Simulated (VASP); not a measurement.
# BN (P6_3mc) in VASP: single point with PBEsol

Aim: the single point of BN with PBEsol.

All numbers are computed with VASP 6.6.1; they aren't measurements. Logs are shortened: lines on timing, memory, paths and dates and some standing lists are left out, and cuts for length are marked.

### Step 1. The cell of the first run

It takes space group P6_3mc (No. 186, hexagonal). Conventional cell: a = 2.536 Å, b = 2.536 Å, c = 4.199 Å, α = 90.00°, β = 90.00°, γ = 120.00°. B (site symmetry 3m) has 4 N at 1.56 to 1.57 Å within 2.1 Å. Within 2.1 Å of N (site symmetry 3m) lie 4 B at 1.56 to 1.57 Å.

### Step 2. Single point, PBEsol

The input, INCAR:

```
  PREC = Accurate
  ENCUT = 520
  EDIFF = 1E-6
  ISMEAR = -1
  SIGMA = 0.01
  LREAL = F
  LASPH = T
  NELM = 80
  ALGO = Normal
  ISIF = 2
  LWAVE = F
  LCHARG = F
  GGA = PS
  NBANDS = 16
```

The input, KPOINTS:

```
regular mesh
0
Gamma
  12 12 6
```

The input, POSCAR:

```
BN
1.0
    2.5360000000      0.0000000000      0.0000000000
   -1.2680000000      2.1962404200      0.0000000000
    0.0000000000      0.0000000000      4.1990000000
B N
2 2
Direct
    0.6666666667      0.3333333333      0.0000000000
    0.3333333333      0.6666666667      0.5000000000
    0.6666666667      0.3333333333      0.3750000000
    0.3333333333      0.6666666667      0.8750000000
```

Potentials or basis: VASP PAW PBE potentials, release 64 (B, N).

On the command line:

```
$ cat potpaw_PBE.64/B/POTCAR potpaw_PBE.64/N/POTCAR > POTCAR
$ mpirun -np 1 vasp_std > vasp.out
```

OUTCAR:

```text
PREC = Accurate
   ENCUT = 520
   EDIFF = 1E-6
   ISMEAR = -1
   LREAL = F
   LASPH = T
   NELM = 80
   ISIF = 2
   GGA = PS

 ion  position               nearest neighbor table
   1  0.667  0.333  0.000-   4 1.56   4 1.56   4 1.56   3 1.57
   2  0.333  0.667  0.500-   3 1.56   3 1.56   3 1.56   4 1.57
   3  0.667  0.333  0.375-   2 1.56   2 1.56   2 1.56   1 1.57
   4  0.333  0.667  0.875-   1 1.56   1 1.56   1 1.56   2 1.57

  LATTYP: Found a hexagonal cell.
 ALAT       =     2.5360000000
 C/A-ratio  =     1.6557570978

  Lattice vectors:

 A1 = (   2.5360000000,   0.0000000000,   0.0000000000)
 A2 = (  -1.2680000000,   2.1962404200,   0.0000000000)
 A3 = (   0.0000000000,   0.0000000000,   4.1990000000)

Analysis of symmetry for initial positions (statically):
=====================================================================
 Subroutine PRICEL returns:
 Original cell was already a primitive cell.

 Routine SETGRP: Setting up the symmetry group for a
 hexagonal supercell.

 Subroutine GETGRP returns: Found 12 space group operations
 (whereof  6 operations were pure point group operations)
 out of a pool of 24 trial point group operations.

The static configuration has the point symmetry C_3v.
 The point group associated with its full space group is C_6v.

Analysis of symmetry for dynamics (positions and initial velocities):
=====================================================================
 Subroutine PRICEL returns:
 Original cell was already a primitive cell.

 Routine SETGRP: Setting up the symmetry group for a
 hexagonal supercell.

 Subroutine GETGRP returns: Found 12 space group operations
 (whereof  6 operations were pure point group operations)
 out of a pool of 24 trial point group operations.

The dynamic configuration has the point symmetry C_3v.
 The point group associated with its full space group is C_6v.

 Subroutine INISYM returns: Found 12 space group operations
 (whereof  6 operations are pure point group operations),
 and found     1 'primitive' translations

----------------------------------------------------------------------------------------

                                     Primitive cell

  volume of cell :      23.3870

  direct lattice vectors                    reciprocal lattice vectors
     2.536000000  0.000000000  0.000000000     0.394321767  0.227661778  0.000000000
    -1.268000000  2.196240420  0.000000000     0.000000000  0.455323557  0.000000000
     0.000000000  0.000000000  4.199000000     0.000000000  0.000000000  0.238151941

  length of vectors
     2.536000000  2.535999997  4.199000000     0.455323556  0.455323557  0.238151941

  position of ions in fractional coordinates (direct lattice)
     0.666666667  0.333333333  0.000000000
     0.333333333  0.666666667  0.500000000
     0.666666667  0.333333333  0.375000000
     0.333333333  0.666666667  0.875000000

  ion indices of the primitive-cell ions
   primitive index   ion index
                 1           1
                 2           2
                 3           3
                 4           4

----------------------------------------------------------------------------------------

 KPOINTS: regular mesh

Automatic generation of k-mesh.
 Grid dimensions read from file:
 generate k-points for:   12   12    6

 Generating k-lattice:

  Cartesian coordinates                     Fractional coordinates (reciprocal lattice)
     0.032860147  0.018971815  0.000000000     0.083333333  0.000000000  0.000000000
     0.000000000  0.037943630  0.000000000     0.000000000  0.083333333  0.000000000
     0.000000000  0.000000000  0.039691990     0.000000000  0.000000000  0.166666667

  Length of vectors
     0.037943630  0.037943630  0.039691990

  Shift w.r.t. Gamma in fractional coordinates (k-lattice)
     0.000000000  0.000000000  0.000000000

 Subroutine IBZKPT returns following result:
 ===========================================

 Found     76 irreducible k-points:

 Following reciprocal coordinates:
            Coordinates               Weight
  0.000000  0.000000  0.000000      1.000000
  0.083333 -0.000000  0.000000      6.000000
  0.166667  0.000000  0.000000      6.000000
  0.250000 -0.000000  0.000000      6.000000
  0.333333  0.000000  0.000000      6.000000
  0.416667 -0.000000  0.000000      6.000000
[... 16 lines left out ...]
  0.250000 -0.000000  0.166667     12.000000
  0.333333  0.000000  0.166667     12.000000
 [... further k-points ...]
   k-points           NKPTS =     76   k-points in BZ     NKDIM =     76   number of bands    NBANDS=     16
   number of dos      NEDOS =    301   number of ions     NIONS =      4
   total plane-waves  NPLWV =  12800
   dimension x,y,z NGX =    20 NGY =   20 NGZ =   32
   dimension x,y,z NGXF=    40 NGYF=   40 NGZF=   64
   ions per type =               2   2
   NGX,Y,Z   is equivalent  to a cutoff of  13.11, 13.11, 12.67 a.u.
   NGXF,Y,Z  is equivalent  to a cutoff of  26.22, 26.22, 25.34 a.u.
 SYSTEM =  unknown system
   PREC   = accura    normal or accurate (medium, high low for compatibility)
   ISTART =      0    job   : 0-new  1-cont  2-samecut
   ICHARG =      2    charge: 1-file 2-atom 10-const
   ISPIN  =      1    spin polarized calculation?
   LNONCOLLINEAR =      F non collinear calculations
   LSORBIT =      F    spin-orbit coupling
   LASPH  =      T    aspherical Exc in radial PAW
   ENCUT  =  520.0 eV  38.22 Ry    6.18 a.u.   4.72  4.72  7.81*2*pi/ulx,y,z
   NELM   =     80;   NELMIN=  2; NELMDL= -5     # of ELM steps
   EDIFF  = 0.1E-05   stopping-criterion for ELM
   LREAL  =      F    real-space projection
   EDIFFG = 0.1E-04   stopping-criterion for IOM
   NSW    =      0    number of steps for IOM
   IBRION =     -1    ionic relax: 0-MD 1-quasi-New 2-CG
   NFREE  =      0    steps in history (QN), initial steepest desc. (CG)
   ISIF   =      2    stress and relaxation
   ISYM   =      2    0-nonsym 1-usesym 2-fastsym
   POTIM  = 0.5000    time-step for ionic-motion
   TEBEG  =    0.0;   TEEND  =   0.0 temperature during run
   PSTRESS=    0.0 pullay stress
   NELECT =      16.0000    total number of electrons
   NUPDOWN=      -1.0000    fix difference up-down
   EMIN   =  10.00;   EMAX   =-10.00  energy-range for DOS
   EFERMI =   0.00;   METHOD = LEGACY
   ISMEAR =    -1;   SIGMA  =   0.01  broadening in eV -4-tet -1-fermi 0-gaus
   EFERMI_NEDOS =   21; number of points for ismear=-14 and -15
   IALGO  =     38    algorithm
   IMIX   =      4    mixing-type and parameters
     AMIX     =   0.40;   BMIX     =  1.00
     AMIX_MAG =   1.60;   BMIX_MAG =  1.00
  volume/ion in A,a.u.               =       5.85        39.46
  Fermi-wavevector in a.u.,A,eV,Ry     =   1.442524  2.725976 28.312044  2.080877
  Thomas-Fermi vector in A             =   2.561035
   LORBIT       =      0    0 simple, 1 ext, 2 COOP (PROOUT), +10 PAW based schemes
   GGA     = PS    functional components
   LHFCALC =     F    Hartree Fock is set to
   AEXX    =    0.0000 exact exchange contribution
   IVDW    =     0    specifies the selected vdW correction
   LEPSILON=     F    determine dielectric tensor
   LRPA    =     F    only Hartree local field effects (RPA)
 non-spin polarized calculation
  energy-cutoff  :      520.00
  volume of cell :       23.39
 maximum number of plane-waves:       652
 NGX is ok and might be reduce to    20
   NGX =  9   NGY =  9   NGZ = 15

 number of electron      15.9999999 magnetization

 Free energy of the ion-electron system (eV)
  ---------------------------------------------------
  ext. energy  EPLUGINS =         0.00000000
  ---------------------------------------------------
  free energy    TOTEN  =       -36.62423743 eV

  energy without entropy =      -36.62423743  energy(sigma->0) =      -36.62423743

 E-fermi :   7.9069     XC(G=0): -13.0567

 val. band max:        7.6413127265   @ k =   0.0000   0.0000   0.0000
 cond. band min:      12.6111634567   @ k =   0.3333   0.3333   0.0000
 fundamental gap:      4.9698507302
 Fermi energy:         7.9068948608

 k-point     1 :       0.0000    0.0000    0.0000
  band No.  band energies     occupation
      1     -12.9005      2.00000
      2      -8.6562      2.00000
      3      -3.4584      2.00000
      4       5.4958      2.00000
      5       5.4958      2.00000
      6       7.3884      2.00000
[... 8 lines left out ...]
     15      19.5757      0.00000
     16      23.8353      0.00000

 k-point     2 :       0.0833   -0.0000    0.0000
  band No.  band energies     occupation
      1     -12.7471      2.00000
      2      -8.5377      2.00000
      3      -3.3065      2.00000
      4       4.7934      2.00000
      5       5.2057      2.00000
      6       7.0628      2.00000
[... 8 lines left out ...]
     15      20.0248      0.00000
     16      23.5966      0.00000

 k-point     3 :       0.1667    0.0000    0.0000
  band No.  band energies     occupation
      1     -12.2916      2.00000
      2      -8.1984      2.00000
      3      -2.8559      2.00000
      4       3.1040      2.00000
      5       4.5268      2.00000
      6       5.6349      2.00000
[... 8 lines left out ...]
     15      21.1924      0.00000
     16      22.8964      0.00000

 k-point     4 :       0.2500   -0.0000    0.0000
  band No.  band energies     occupation
      1     -11.5505      2.00000
      2      -7.7004      2.00000
      3      -2.1281      2.00000
      4       1.1017      2.00000
      5       3.7692      2.00000
      6       3.8477      2.00000
[... 8 lines left out ...]
     15      22.7011      0.00000
     16      23.0963      0.00000

 k-point     5 :       0.3333    0.0000    0.0000
  band No.  band energies     occupation
      1     -10.5639      2.00000
      2      -7.2148      2.00000
      3      -1.2009      2.00000
      4      -0.6653      2.00000
      5       2.0561      2.00000
      6       3.1328      2.00000
[... 8 lines left out ...]
     15      23.5483      0.00000
     16      24.1608      0.00000

 k-point     6 :       0.4167   -0.0000    0.0000
  band No.  band energies     occupation
      1      -9.4427      2.00000
      2      -7.1203      2.00000
      3      -1.7838      2.00000
      4      -0.1538      2.00000
      5       0.6082      2.00000
      6       2.7200      2.00000
[... 8 lines left out ...]
     15      23.7886      0.00000
     16      25.2111      0.00000

 k-point     7 :       0.5000   -0.0000    0.0000
  band No.  band energies     occupation
      1      -8.7057      2.00000
      2      -7.4276      2.00000
      3      -1.9745      2.00000
      4      -0.2683      2.00000
      5       0.6448      2.00000
      6       2.5778      2.00000
[... 8 lines left out ...]
     15      24.0678      0.00000
     16      25.5916      0.00000

 k-point     8 :       0.0833    0.0833    0.0000
  band No.  band energies     occupation
      1     -12.4426      2.00000
      2      -8.3085      2.00000
      3      -3.0050      2.00000
      4       3.7441      2.00000
      5       4.5122      2.00000
      6       6.2262      2.00000
[... 8 lines left out ...]
     15      21.0322      0.00000
     16      23.1928      0.00000

 k-point     9 :       0.1667    0.0833    0.0000
  band No.  band energies     occupation
      1     -11.8437      2.00000
      2      -7.8857      2.00000
      3      -2.4143      2.00000
      4       2.0627      2.00000
      5       3.4592      2.00000
      6       4.8984      2.00000
[... 8 lines left out ...]
     15      22.3242      0.00000
     16      22.9687      0.00000
[... 172 lines left out ...]
 k-point    19 :       0.3333    0.3333    0.0000
  band No.  band energies     occupation
      1      -7.4706      2.00000
      2      -7.4706      2.00000
      3      -1.8016      2.00000
      4       0.3714      2.00000
      5       0.3714      2.00000
      6       2.0674      2.00000
[... 8 lines left out ...]
     15      22.8994      0.00000
     16      22.8994      0.00000

 k-point    20 :       0.0000    0.0000    0.1667
  band No.  band energies     occupation
      1     -12.7322      2.00000
      2      -9.2456      2.00000
      3      -2.5708      2.00000
      4       5.6144      2.00000
      5       5.6144      2.00000
      6       6.4737      2.00000
[... 8 lines left out ...]
     15      19.2592      0.00000
     16      23.4055      0.00000

 k-point    21 :       0.0833   -0.0000    0.1667
  band No.  band energies     occupation
      1     -12.5796      2.00000
      2      -9.1181      2.00000
      3      -2.4338      2.00000
      4       4.9184      2.00000
      5       5.3294      2.00000
      6       6.2990      2.00000
[... 8 lines left out ...]
     15      19.7086      0.00000
     16      23.2835      0.00000

 k-point    22 :       0.1667    0.0000    0.1667
  band No.  band energies     occupation
      1     -12.1264      2.00000
      2      -8.7491      2.00000
      3      -2.0364      2.00000
      4       3.2496      2.00000
      5       4.6599      2.00000
      6       5.1969      2.00000
[... 8 lines left out ...]
     15      20.8725      0.00000
     16      22.9362      0.00000

 k-point    23 :       0.2500   -0.0000    0.1667
  band No.  band energies     occupation
      1     -11.3902      2.00000
      2      -8.1907      2.00000
      3      -1.4547      2.00000
      4       1.3195      2.00000
      5       3.4101      2.00000
      6       3.9097      2.00000
[... 8 lines left out ...]
     15      22.3612      0.00000
     16      23.2027      0.00000

 k-point    24 :       0.3333    0.0000    0.1667
  band No.  band energies     occupation
      1     -10.4134      2.00000
      2      -7.5870      2.00000
      3      -1.3034      2.00000
      4       0.1620      2.00000
      5       1.6002      2.00000
      6       3.2780      2.00000
[... 8 lines left out ...]
     15      23.7723      0.00000
     16      24.0221      0.00000

 [... further k-points ...]
[... 5 lines left out ...]
  --------------------------------------------------------------------------------------
  -------------------------------------------------------------------------------------
  Total        0.4299943      0.4299943      0.2719021      0.0000000      0.0000000     -0.0000000
  in kB       29.4576618     29.4576617     18.6272251      0.0000000      0.0000000     -0.0000000
  external PRESSURE =      25.8475162 kB  Pullay stress =       0.0000000 kB

 VOLUME and BASIS-vectors are now :
 -----------------------------------------------------------------------------
  energy-cutoff  :      520.00
  volume of cell :       23.39
      direct lattice vectors                 reciprocal lattice vectors
     2.536000000  0.000000000  0.000000000     0.394321767  0.227661778  0.000000000
    -1.268000000  2.196240420  0.000000000     0.000000000  0.455323557  0.000000000
     0.000000000  0.000000000  4.199000000     0.000000000  0.000000000  0.238151941

 POSITION                                       TOTAL-FORCE (eV/Angst)
 -----------------------------------------------------------------------------------
      1.26800      0.73208      0.00000         0.000000      0.000000      0.062576
     -0.00000      1.46416      2.09950         0.000000      0.000000      0.062576
      1.26800      0.73208      1.57462        -0.000000      0.000000     -0.062576
     -0.00000      1.46416      3.67413         0.000000     -0.000000     -0.062576
 -----------------------------------------------------------------------------------
    total drift:                               -0.000000     -0.000000     -0.000449

  FREE ENERGIE OF THE ION-ELECTRON SYSTEM (eV)
  ---------------------------------------------------
  free  energy   TOTEN  =       -36.6242374257 eV

  energy  without entropy=      -36.6242374257  energy(sigma->0) =      -36.62423743
```

It took 42 s on 1 thread of Intel Xeon 8259CL, shared host; peak memory 0.12 GiB.

Results:

| Item | Value |
| --- | --- |
| Free energy | -36.6242 eV |
| Pressure | 2.6 GPa |
| Largest force | 0.063 eV/Å |
| Band gap on the k mesh | 4.97 eV, indirect (least direct gap 8.27 eV) |

Forces on the atoms (eV/Å):
```
B    0.000  0.000  0.063
B    0.000  0.000  0.063
N    0.000  0.000 -0.063
N    0.000  0.000 -0.063
```

Caveat: the PAW data sets were made with another functional, which shifts forces and pressure a little. A k mesh can miss the band edges.
